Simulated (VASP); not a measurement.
A run of VASP 6.6.1 is set up as follows.

Contents of INCAR:

```
ALGO = Normal
EDIFF = 1E-7
ENCUT = 520
GGA = PS
ISIF = 2
ISMEAR = 1
LASPH = T
LCHARG = T
LELF = T
LREAL = F
LVHAR = T
LWAVE = F
NBANDS = 8
NELM = 100
PREC = Accurate
SIGMA = 0.1
```

Contents of KPOINTS:

```
k-points
0
Gamma
  16 16 16
```

File POSCAR:

```
Sb
1.0
    0.0000000000      2.3637414043      2.3637414043
    2.3637414043      0.0000000000      2.3637414043
    2.3637414043      2.3637414043      0.0000000000
Sb
1
Direct
    0.0000000000      0.0000000000      0.0000000000
```

Potentials or basis: VASP PAW PBE potentials, release 64 (Sb).

Command:

```sh
$ cat potpaw_PBE.64/Sb/POTCAR > POTCAR
$ mpirun -np 1 vasp_std > vasp.out
```

(1) Predict the pressure.

## Answers

(1) -0.7 GPa.

Caveat: the PAW data sets were made with another functional, which shifts forces and pressure a little.
